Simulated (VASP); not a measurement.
# ZnS in VASP: notebook

ZnS is run at these levels: PBEsol; tasks: single point.

Everything below comes from runs of VASP 6.6.1. Logs are shortened: lines on timing, memory, paths and dates and some standing lists are left out, and cuts for length are marked.

**The experiment to reproduce.**

From “Electronic, vibrational, and thermodynamic properties of ZnS (zincblende and rocksalt structure)”, 2009, arxiv:0911.5022, for a bulk crystal of ZnS at 19 K: band gap 3.85 eV (direct).

The runs below are set against these values where they give the same quantity.

### 1 The cell of the first run

Symmetry: F-43m, No. 216, cubic system. The conventional cell has a = 5.356 Å, b = 5.356 Å, c = 5.356 Å, α = 90.00°, β = 90.00°, γ = 90.00°. Zn (site symmetry -43m) has 4 S at 2.32 Å within 3.1 Å. Within 3.1 Å of S (site symmetry -43m) lie 4 Zn at 2.32 Å.

### 2 Single point, PBEsol

INCAR reads:

```
PREC = Accurate
ENCUT = 520
EDIFF = 1E-6
ISMEAR = 0
SIGMA = 0.01
LREAL = F
LASPH = T
NELM = 60
ALGO = Normal
ISIF = 2
LWAVE = F
LCHARG = F
GGA = PS
NBANDS = 16
```

KPOINTS reads:

```
Automatic mesh
0
Gamma
  8 8 8
```

POSCAR reads:

```
ZnS
1.0
    0.0000000000      2.6777696447      2.6777696447
    2.6777696447      0.0000000000      2.6777696447
    2.6777696447      2.6777696447      0.0000000000
Zn S
1 1
Direct
    0.7500000000      0.7500000000      0.7500000000
    0.0000000000      0.0000000000      0.0000000000
```

Potentials or basis: VASP PAW PBE potentials, release 64 (Zn, S).

Run with:

```console
> cat potpaw_PBE.64/Zn/POTCAR potpaw_PBE.64/S/POTCAR > POTCAR
> mpirun -np 1 vasp_std > vasp.out
```

OUTCAR:

```text
PREC = Accurate
   ENCUT = 520
   EDIFF = 1E-6
   ISMEAR = 0
   LREAL = F
   LASPH = T
   NELM = 60
   ISIF = 2
   GGA = PS

 ion  position               nearest neighbor table
   1  0.750  0.750  0.750-   2 2.32   2 2.32   2 2.32   2 2.32
   2  0.000  0.000  0.000-   1 2.32   1 2.32   1 2.32   1 2.32

  LATTYP: Found a face centered cubic cell.
 ALAT       =     5.3555392894

  Lattice vectors:

 A1 = (   0.0000000000,   2.6777696447,   2.6777696447)
 A2 = (   2.6777696447,   0.0000000000,   2.6777696447)
 A3 = (   2.6777696447,   2.6777696447,   0.0000000000)

Analysis of symmetry for initial positions (statically):
=====================================================================
 Subroutine PRICEL returns:
 Original cell was already a primitive cell.

 Routine SETGRP: Setting up the symmetry group for a
 face centered cubic supercell.

 Subroutine GETGRP returns: Found 24 space group operations
 (whereof 24 operations were pure point group operations)
 out of a pool of 48 trial point group operations.

The static configuration has the point symmetry T_d .

Analysis of symmetry for dynamics (positions and initial velocities):
=====================================================================
 Subroutine PRICEL returns:
 Original cell was already a primitive cell.

 Routine SETGRP: Setting up the symmetry group for a
 face centered cubic supercell.

 Subroutine GETGRP returns: Found 24 space group operations
 (whereof 24 operations were pure point group operations)
 out of a pool of 48 trial point group operations.

The dynamic configuration has the point symmetry T_d .

 Subroutine INISYM returns: Found 24 space group operations
 (whereof 24 operations are pure point group operations),
 and found     1 'primitive' translations

----------------------------------------------------------------------------------------

                                     Primitive cell

  volume of cell :      38.4016

  direct lattice vectors                    reciprocal lattice vectors
     0.000000000  2.677769645  2.677769645    -0.186722559  0.186722559  0.186722559
     2.677769645  0.000000000  2.677769645     0.186722559 -0.186722559  0.186722559
     2.677769645  2.677769645  0.000000000     0.186722559  0.186722559 -0.186722559

  length of vectors
[... 74 lines left out ...]
   ISTART =      0    job   : 0-new  1-cont  2-samecut
   ICHARG =      2    charge: 1-file 2-atom 10-const
   ISPIN  =      1    spin polarized calculation?
   LNONCOLLINEAR =      F non collinear calculations
   LSORBIT =      F    spin-orbit coupling
   LASPH  =      T    aspherical Exc in radial PAW
   ENCUT  =  520.0 eV  38.22 Ry    6.18 a.u.   7.04  7.04  7.04*2*pi/ulx,y,z
   NELM   =     60;   NELMIN=  2; NELMDL= -5     # of ELM steps
   EDIFF  = 0.1E-05   stopping-criterion for ELM
   LREAL  =      F    real-space projection
   EDIFFG = 0.1E-04   stopping-criterion for IOM
   NSW    =      0    number of steps for IOM
   IBRION =     -1    ionic relax: 0-MD 1-quasi-New 2-CG
   NFREE  =      0    steps in history (QN), initial steepest desc. (CG)
   ISIF   =      2    stress and relaxation
   ISYM   =      2    0-nonsym 1-usesym 2-fastsym
   POTIM  = 0.5000    time-step for ionic-motion
   TEBEG  =    0.0;   TEEND  =   0.0 temperature during run
   PSTRESS=    0.0 pullay stress
   NELECT =      18.0000    total number of electrons
   NUPDOWN=      -1.0000    fix difference up-down
   EMIN   =  10.00;   EMAX   =-10.00  energy-range for DOS
   EFERMI =   0.00;   METHOD = LEGACY
   ISMEAR =     0;   SIGMA  =   0.01  broadening in eV -4-tet -1-fermi 0-gaus
   EFERMI_NEDOS =   21; number of points for ismear=-14 and -15
   IALGO  =     38    algorithm
   IMIX   =      4    mixing-type and parameters
     AMIX     =   0.40;   BMIX     =  1.00
     AMIX_MAG =   1.60;   BMIX_MAG =  1.00
  volume/ion in A,a.u.               =      19.20       129.57
  Fermi-wavevector in a.u.,A,eV,Ry     =   1.271694  2.403152 22.003401  1.617204
  Thomas-Fermi vector in A             =   2.404613
   LORBIT       =      0    0 simple, 1 ext, 2 COOP (PROOUT), +10 PAW based schemes
   GGA     = PS    functional components
   LHFCALC =     F    Hartree Fock is set to
   AEXX    =    0.0000 exact exchange contribution
   IVDW    =     0    specifies the selected vdW correction
   LEPSILON=     F    determine dielectric tensor
   LRPA    =     F    only Hartree local field effects (RPA)
 non-spin polarized calculation
 Gauss-broadening in eV      SIGMA  =   0.01
  energy-cutoff  :      520.00
  volume of cell :       38.40
 maximum number of plane-waves:      1056
   NGX = 15   NGY = 15   NGZ = 15

 number of electron      18.0000016 magnetization

 Free energy of the ion-electron system (eV)
  ---------------------------------------------------
  ext. energy  EPLUGINS =         0.00000000
  ---------------------------------------------------
  free energy    TOTEN  =        -7.58857421 eV

  energy without entropy =       -7.58857421  energy(sigma->0) =       -7.58857421

 E-fermi :   2.3213     XC(G=0):  -9.9772

 val. band max:        2.2696725877   @ k =   0.0000   0.0000   0.0000
 cond. band min:       4.3646506634   @ k =   0.0000   0.0000   0.0000
 fundamental gap:      2.0949780757
 Fermi energy:         2.3213058309

 k-point     1 :       0.0000    0.0000    0.0000
  band No.  band energies     occupation
      1     -11.0789      2.00000
      2      -4.2155      2.00000
      3      -4.2155      2.00000
      4      -4.2155      2.00000
      5      -3.6838      2.00000
      6      -3.6838      2.00000
[... 433 lines left out ...]
      3      -4.0219      2.00000
      4      -3.7512      2.00000
      5      -3.6716      2.00000
      6      -3.3991      2.00000
[... 8 lines left out ...]
     15      15.7229      0.00000
     16      16.6080      0.00000

 [... further k-points ...]
[... 5 lines left out ...]
  --------------------------------------------------------------------------------------
  -------------------------------------------------------------------------------------
  Total        0.0579271      0.0579271      0.0579271      0.0000000      0.0000000     -0.0000000
  in kB        2.4168131      2.4168131      2.4168131      0.0000000      0.0000000     -0.0000000
  external PRESSURE =       2.4168131 kB  Pullay stress =       0.0000000 kB

 VOLUME and BASIS-vectors are now :
 -----------------------------------------------------------------------------
  energy-cutoff  :      520.00
  volume of cell :       38.40
      direct lattice vectors                 reciprocal lattice vectors
     0.000000000  2.677769645  2.677769645    -0.186722559  0.186722559  0.186722559
     2.677769645  0.000000000  2.677769645     0.186722559 -0.186722559  0.186722559
     2.677769645  2.677769645  0.000000000     0.186722559  0.186722559 -0.186722559

 POSITION                                       TOTAL-FORCE (eV/Angst)
 -----------------------------------------------------------------------------------
      4.01665      4.01665      4.01665         0.000000      0.000000      0.000000
      0.00000      0.00000      0.00000        -0.000000     -0.000000     -0.000000
 -----------------------------------------------------------------------------------
    total drift:                                0.000002      0.000002      0.000002

  FREE ENERGIE OF THE ION-ELECTRON SYSTEM (eV)
  ---------------------------------------------------
  free  energy   TOTEN  =        -7.5885742051 eV

  energy  without entropy=       -7.5885742051  energy(sigma->0) =       -7.58857421
```

stdout:

```text
POSCAR found type information on POSCAR ZnS
 POSCAR found :  2 types and       2 ions
 scaLAPACK will be used
 -----------------------------------------------------------------------------
|                                                                             |
|                                                                             |
|     You enforced a specific xc type in the INCAR file but a different       |
|     I HOPE YOU KNOW WHAT YOU ARE DOING!                                     |
|                                                                             |
 -----------------------------------------------------------------------------

 LDA part: xc-table for (Slater+PW92), standard interpolation
 POSCAR, INCAR and KPOINTS ok, starting setup
 FFT: planning ... GRIDC
 FFT: planning ... GRID_SOFT
 FFT: planning ... GRID
 WAVECAR not read
 entering main loop
```

It took 23 s on 1 thread of Intel Xeon 8259CL, shared host; peak memory 0.16 GiB.

What came out:

| Quantity | Value |
| --- | --- |
| Free energy | -7.5886 eV |
| Pressure | 0.2 GPa |
| Band gap on the k mesh | 2.10 eV, direct |

Caveat: the PAW data sets were made with another functional, which shifts forces and pressure a little.

### 3 Single point, PBEsol

This run uses another cell than the first one, of 18.91 Å³/atom, 0.985 times its volume.

INCAR reads:

```
SYSTEM = ZnS
PREC     = Accurate       ! precision mode
ENCUT    = 520            ! plane-wave cutoff, eV
EDIFF    = 1E-6           ! SCF threshold, eV
ISMEAR   = 0              ! smearing method
SIGMA    = 0.01           ! smearing width, eV
LREAL    = .False.        ! projectors in reciprocal space
LASPH    = .True.         ! aspherical terms in the spheres
NELM     = 100            ! most SCF steps
ALGO     = Normal         ! electronic algorithm
ISIF     = 2              ! what is computed and relaxed
LWAVE    = .False.        ! write WAVECAR
LCHARG   = .False.        ! write CHGCAR
GGA      = PS             ! functional
NBANDS   = 16             ! bands
```

KPOINTS reads:

```
regular mesh
0
Gamma
  8 8 8
  0 0 0
```

POSCAR reads:

```
ZnS
1.0
    0.0000000000      2.6643807964      2.6643807964
    2.6643807964      0.0000000000      2.6643807964
    2.6643807964      2.6643807964      0.0000000000
Zn S
1 1
Direct
    0.7500000000      0.7500000000      0.7500000000
    0.0000000000      0.0000000000      0.0000000000
```

Potentials or basis: VASP PAW PBE potentials, release 64 (Zn, S).

Run with:

```console
> cat potpaw_PBE.64/Zn/POTCAR potpaw_PBE.64/S/POTCAR > POTCAR
> mpirun -np 1 vasp_std > vasp.out
```

Wall time 24 s (1 thread of Intel Xeon 8259CL, shared host); peak memory 0.16 GiB.

It converged, with:

```
Free energy            : -7.5854 eV
Pressure               : 1.5 GPa
Band gap on the k mesh : 2.16 eV, direct
```

Levels at points of the mesh, in eV from the valence-band top:
```tsv
k point	band 5	band 6	band 7	band 8	band 9	band 10	band 11	band 12	band 13	band 14
(0.00, 0.00, 0.00)	-6.00	-6.00	0.00	0.00	0.00	2.16	6.27	6.27	6.27	11.78
(0.50, 0.00, 0.00)	-5.97	-5.80	-5.64	-0.94	-0.94	3.27	6.81	6.81	8.85	12.16
(0.50, 0.50, 0.00)	-5.92	-5.77	-4.78	-2.41	-2.41	3.14	3.95	11.14	12.17	12.17
```

Caveat: the PAW data sets were made with another functional, which shifts forces and pressure a little.

### 4 Single point, PBEsol

This run uses another cell than the first one, of 19.49 Å³/atom, 1.015 times its volume.

INCAR reads:

```
SYSTEM = ZnS
ALGO = Normal
EDIFF = 1E-7
ENCUT = 520
GGA = PS
ISIF = 2
ISMEAR = 0
LASPH = .TRUE.
LCHARG = .FALSE.
LREAL = .FALSE.
LWAVE = .FALSE.
NBANDS = 16
NELM = 80
PREC = Accurate
SIGMA = 0.01
```

KPOINTS reads:

```
k-points
0
G
  8 8 8
  0 0 0
```

POSCAR reads:

```
ZnS
1.0
    0.0000000000      2.6911584929      2.6911584929
    2.6911584929      0.0000000000      2.6911584929
    2.6911584929      2.6911584929      0.0000000000
Zn S
1 1
Direct
    0.7500000000      0.7500000000      0.7500000000
    0.0000000000      0.0000000000      0.0000000000
```

Run with:

```console
> cat potpaw_PBE.64/Zn/POTCAR potpaw_PBE.64/S/POTCAR > POTCAR
> mpirun -np 1 vasp_std > vasp.out
```

It took 27 s on 1 thread of Intel Xeon 8259CL, shared host; peak memory 0.16 GiB.

It converged, with:

| Quantity | Value |
| --- | --- |
| Free energy | -7.5875 eV |
| Pressure | -0.9 GPa |
| Band gap on the k mesh | 2.03 eV, direct |

Levels at points of the mesh, in eV from the valence-band top:
```csv
k point,band 5,band 6,band 7,band 8,band 9,band 10,band 11,band 12,band 13,band 14
"(0.00, 0.00, 0.00)",-5.91,-5.91,0.00,0.00,0.00,2.03,6.30,6.30,6.30,11.71
"(0.50, 0.00, 0.00)",-5.88,-5.70,-5.44,-0.89,-0.89,3.22,6.83,6.83,8.74,12.01
"(0.50, 0.50, 0.00)",-5.83,-5.69,-4.66,-2.29,-2.29,3.21,3.97,10.92,11.96,11.96
```

Caveat: the PAW data sets were made with another functional, which shifts forces and pressure a little.

### 5 Single point, PBEsol (z stretched by -0.5 %, x and y held)

INCAR reads:

```
SYSTEM = ZnS
ALGO = Normal
EDIFF = 1E-7
ENCUT = 520
GGA = PS
ISIF = 2
ISMEAR = 0
LASPH = .True.
LCHARG = .True.
LELF = .True.
LREAL = .False.
LVHAR = .True.
LWAVE = .False.
NBANDS = 16
NELM = 80
PREC = Accurate
SIGMA = 0.01
```

KPOINTS reads:

```
k-points
0
Gamma
  8 8 8
  0 0 0
```

POSCAR reads:

```
ZnS
1.0
    0.0000000000      2.6777696447      2.6643807964
    2.6777696447      0.0000000000      2.6643807964
    2.6777696447      2.6777696447      0.0000000000
Zn S
1 1
Direct
    0.7500000000      0.7500000000      0.7500000000
    0.0000000000      0.0000000000      0.0000000000
```

Run with:

```console
> cat potpaw_PBE.64/Zn/POTCAR potpaw_PBE.64/S/POTCAR > POTCAR
> mpirun -np 1 vasp_std > vasp.out
```

Run time: 52 s. Hardware: 1 thread of Intel Xeon 8259CL, shared host; peak memory 0.17 GiB.

Results (log left out):

```yaml
Free_energy: -7.5879 eV
Pressure: 0.7 GPa
Band_gap_on_the_k_mesh: 2.10 eV, direct
```

Stress tensor (GPa, compression positive):
```
0.58 0.00 0.00
0.00 0.58 0.00
0.00 0.00 0.79
```

Levels at points of the mesh, in eV from the valence-band top:
```tsv
k point	band 7	band 8	band 9	band 10	band 11	band 12
(0.00, 0.00, 0.00)	-0.02	-0.02	0.00	2.10	6.27	6.27
(0.50, 0.00, 0.00)	-5.58	-0.95	-0.92	3.24	6.78	6.82
(0.50, 0.50, 0.00)	-4.73	-2.40	-2.40	3.13	3.91	11.09
(0.50, 0.00, 0.50)	-4.76	-2.38	-2.37	3.16	3.96	11.03
```

Caveat: the cell differs from its parent crystal (z stretched by -0.5 %, x and y held); the PAW data sets were made with another functional, which shifts forces and pressure a little.

### 6 Single point, PBEsol (z stretched by +0.5 %, x and y held)

INCAR reads:

```
PREC = Accurate ; ENCUT = 520
EDIFF = 1E-7 ; ISMEAR = 0
SIGMA = 0.01 ; LREAL = False
LASPH = True ; NELM = 80
ALGO = Normal ; ISIF = 2
LWAVE = False ; LCHARG = True
GGA = PS ; LELF = True
LVHAR = True ; NBANDS = 16
```

KPOINTS reads:

```
Automatic mesh
0
Gamma
  8 8 8
```

POSCAR reads:

```
ZnS
1.0
    0.0000000000      2.6777696447      2.6911584929
    2.6777696447      0.0000000000      2.6911584929
    2.6777696447      2.6777696447      0.0000000000
Zn S
1 1
Direct
    0.7500000000      0.7500000000      0.7500000000
    0.0000000000      0.0000000000      0.0000000000
```

Potentials or basis: VASP PAW PBE potentials, release 64 (Zn, S).

Run with:

```console
> cat potpaw_PBE.64/Zn/POTCAR potpaw_PBE.64/S/POTCAR > POTCAR
> mpirun -np 1 vasp_std > vasp.out
```

It took 47 s on 1 thread of Intel Xeon 8259CL, shared host; peak memory 0.18 GiB.

The run converged. Its results:

```yaml
Free_energy: -7.5886 eV
Pressure: -0.1 GPa
Band_gap_on_the_k_mesh: 2.07 eV, direct
```

Stress tensor (GPa, compression positive):
```
-0.07  0.00  0.00
 0.00 -0.07  0.00
 0.00  0.00 -0.28
```

Levels at points of the mesh, in eV from the valence-band top:
```tsv
k point	band 5	band 6	band 7	band 8	band 9	band 10	band 11	band 12	band 13	band 14
(0.00, 0.00, 0.00)	-5.94	-5.94	-0.02	0.00	0.00	2.07	6.29	6.29	6.29	11.71
(0.50, 0.00, 0.00)	-5.91	-5.74	-5.51	-0.93	-0.90	3.23	6.79	6.84	8.77	12.06
(0.50, 0.50, 0.00)	-5.86	-5.73	-4.72	-2.32	-2.32	3.20	3.99	10.94	12.03	12.03
(0.50, 0.00, 0.50)	-5.86	-5.72	-4.69	-2.35	-2.34	3.17	3.94	11.00	12.00	12.04
```

Caveat: the cell differs from its parent crystal (z stretched by +0.5 %, x and y held); the PAW data sets were made with another functional, which shifts forces and pressure a little.

### 7 Overview

| cell | gap on the mesh (eV) | pressure (GPa) |
| --- | --- | --- |
| a = 3.787 Å, angles 60.0°, 2 atoms | 2.10 | 0.2 |
| a = 3.768 Å, angles 60.0°, 2 atoms | 2.16 | 1.5 |
| a = 3.806 Å, angles 60.0°, 2 atoms | 2.03 | -0.9 |
| a = 3.777, b = 3.777, c = 3.787 Å, angles 59.9, 59.9, 60.2°, 2 atoms | 2.10 | 0.7 |
| a = 3.796, b = 3.796, c = 3.787 Å, angles 60.1, 60.1, 59.8°, 2 atoms | 2.07 | -0.1 |

Alike in all rows: task single point; level PBEsol; potentials or basis VASP PAW PBE potentials, release 64 (Zn, S); no spin polarisation; k mesh 8 × 8 × 8; cutoff (eV) 520; smearing gaussian 0.01 eV.

Caveats: the PAW data sets were made with another functional, which shifts forces and pressure a little.

Absolute energies hang on the potentials; compare differences alone.

### 8 How close it comes

Step 2. A measured gap of ZnS is 3.85 eV (direct; 19 K; quoted in “Electronic, vibrational, and thermodynamic properties of ZnS (zincblende and rocksalt structure)”, 2009, arxiv:0911.5022); the calculated 2.10 eV misses it by -1.75 eV. The value is that of PBEsol, without temperature or zero-point motion. Semilocal functionals fall short of measured gaps as a rule.

Step 3. Against the measured gap of ZnS, 3.85 eV (direct; 19 K; quoted in “Electronic, vibrational, and thermodynamic properties of ZnS (zincblende and rocksalt structure)”, 2009, arxiv:0911.5022), the calculated 2.16 eV is off by -1.69 eV. The value is that of PBEsol, without temperature or zero-point motion. Semilocal functionals fall short of measured gaps as a rule.

Step 4. Against the measured gap of ZnS, 3.85 eV (direct; 19 K; quoted in “Electronic, vibrational, and thermodynamic properties of ZnS (zincblende and rocksalt structure)”, 2009, arxiv:0911.5022), the calculated 2.03 eV is off by -1.82 eV. The value is that of PBEsol, without temperature or zero-point motion. Semilocal functionals fall short of measured gaps as a rule.
